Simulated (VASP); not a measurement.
Wanted: the native input for a VASP 6.6.1 run.

- Task: G0W0 quasiparticle levels
- Functional: PBE
- Potentials or basis: VASP PAW PBE potentials, release 64 (B_GW, N_GW)
- Cutoff: 500 eV
- k mesh: 4 × 4 × 4
- Occupations: gaussian, width 0.01 eV
- Spin: no spin polarisation
- Dipole correction: no
- GW scheme: G0W0
- GW iterations: 1
- Cutoff of the response function: 80
- Frequency points: 48
- Empty bands: 60
- Further INCAR settings: ALGO = EVGW0; EDIFF = 1e-08; NBANDS = 64

Crystal: BN.

```
B N
1.0
     1.25012    0.72176    3.25333
    -1.25012    0.72176    3.25333
     0.00000   -1.44352    3.25333
B N
1 1
Direct
  0.99969 0.99969 0.99969
  0.33274 0.33274 0.33274
```

One way to write it, as run:

POSCAR

```
BN
1.0
    1.2501241111      0.7217594921      3.2533304082
   -1.2501241111      0.7217594921      3.2533304082
    0.0000000000     -1.4435189842      3.2533304082
B N
1 1
Direct
    0.9996880823      0.9996880823      0.9996880823
    0.3327449177      0.3327449177      0.3327449177
```

INCAR.step1

```
SYSTEM = BN
PREC = Accurate ; ENCUT = 500
EDIFF = 1E-8 ; ISMEAR = 0
SIGMA = 0.01 ; LREAL = .FALSE.
LASPH = .TRUE. ; NELM = 80
ALGO = Normal ; LWAVE = .TRUE.
LCHARG = .FALSE. ; GGA = PE
```

INCAR.step2

```
SYSTEM = BN
PREC = Accurate ; ENCUT = 500
EDIFF = 1E-8 ; ISMEAR = 0
SIGMA = 0.01 ; LREAL = .FALSE.
LASPH = .TRUE. ; NELM = 1
ALGO = Exact ; LWAVE = .TRUE.
LCHARG = .FALSE. ; GGA = PE
NBANDS = 64 ; LOPTICS = .TRUE.
ISTART = 1
```

INCAR.step3

```
SYSTEM = BN
PREC = Accurate ; ENCUT = 500
EDIFF = 1E-8 ; ISMEAR = 0
SIGMA = 0.01 ; LREAL = .FALSE.
LASPH = .TRUE. ; ALGO = EVGW0
LWAVE = .FALSE. ; LCHARG = .FALSE.
GGA = PE ; NELMGW = 1
NBANDS = 64 ; ENCUTGW = 80.0
NOMEGA = 48 ; PRECFOCK = Fast
ISTART = 1 ; NBANDSGW = 12
```

KPOINTS

```
Automatic mesh
0
G
  4 4 4
  0 0 0
```

Potentials or basis: VASP PAW PBE potentials, release 64 (B_GW, N_GW).

Launch:

```bash
$ cat potpaw_PBE.64/B_GW/POTCAR potpaw_PBE.64/N_GW/POTCAR > POTCAR
$ cp INCAR.step1 INCAR
$ mpirun -np 1 vasp_std > vasp.out
$ cp INCAR.step2 INCAR
$ mpirun -np 1 vasp_std > vasp.out
$ cp INCAR.step3 INCAR
$ mpirun -np 1 vasp_std > vasp.out
```

Results of the run:

```yaml
Band_gap_on_the_k_mesh_mean-field_level: 4.67 eV, indirect (least direct gap 5.45 eV)
Quasiparticle_gap: 6.13 eV
Least_direct_quasiparticle_gap: 7.11 eV
```

Caveat: the k points lie up to 0.74 Å⁻¹ apart; bands, screening cutoff and mesh are small and nothing is extrapolated, so the quasiparticle values aren't converged.

Wall time 37 s on 1 thread of Intel Xeon 6975P-C, with other jobs on the host, peak memory 0.2 GiB.
